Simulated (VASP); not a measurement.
Write the native input for VASP 6.6.1 that does the following.

| Quantity | Value |
| --- | --- |
| Task | single point |
| Functional | HSE06 |
| Potentials or basis | VASP PAW PBE potentials, release 64 (Si) |
| Cutoff | 520 eV |
| k mesh | 6 × 6 × 6 |
| Occupations | gaussian, width 0.01 eV |
| Spin | no spin polarisation |
| Dipole correction | no |
| Grid for exact exchange (PRECFOCK) | Normal |
| Further INCAR settings | ALGO = Normal; EDIFF = 1e-06; NBANDS = 11 |
| Share of exact exchange | 0.25 |
| Screening parameter | 0.2079 1/Å |

The system is Si.

```
Si
1.0
     0.00000    2.72212    2.72212
     2.72212    0.00000    2.72212
     2.72212    2.72212    0.00000
Si
2
Cartesian
  0.0000 0.0000 0.0000
  1.3611 1.3611 1.3611
```

These files were run (other wordings do the same):

POSCAR

```
Si
1.0
    0.0000000000      2.7221188956      2.7221188956
    2.7221188956      0.0000000000      2.7221188956
    2.7221188956      2.7221188956      0.0000000000
Si
2
Direct
    0.0000000000      0.0000000000      0.0000000000
    0.2500000000      0.2500000000      0.2500000000
```

INCAR.step1

```
SYSTEM = Si
PREC = Accurate
ENCUT = 520
EDIFF = 1E-5
ISMEAR = 0
SIGMA = 0.01
LREAL = .False.
LASPH = .True.
NELM = 100
ALGO = Normal
ISIF = 2
LWAVE = .True.
NBANDS = 11
GGA = PE
```

INCAR.step2

```
SYSTEM = Si
PREC = Accurate
ENCUT = 520
EDIFF = 1E-6
ISMEAR = 0
SIGMA = 0.01
LREAL = .False.
LASPH = .True.
NELM = 100
ALGO = Normal
ISIF = 2
LWAVE = .False.
LCHARG = .True.
GGA = PE
LHFCALC = .True.
HFSCREEN = 0.2079
PRECFOCK = Normal
LELF = .True.
LVHAR = .True.
NBANDS = 11
ISTART = 1
```

KPOINTS

```
regular mesh
0
Gamma
  6 6 6
  0 0 0
```

Potentials or basis: VASP PAW PBE potentials, release 64 (Si).

Run with:

```bash
$ cat potpaw_PBE.64/Si/POTCAR > POTCAR
$ cp INCAR.step1 INCAR
$ mpirun -np 1 vasp_std > vasp.out
$ cp INCAR.step2 INCAR
$ mpirun -np 1 vasp_std > vasp.out
```

Results of the run:

```json
{"Pressure": "-0.5 GPa", "Band gap on the k mesh": "1.31 eV (least direct gap 3.32 eV)"}
```

Caveat: the PAW data sets were made with another functional, which shifts forces and pressure a little.

It took 11 min on 1 thread of Intel(R) Xeon(R) Platinum 8259CL CPU @ 2.50GHz (Skylake/Cascade Lake) (shared host), peak memory 0.27 GiB.
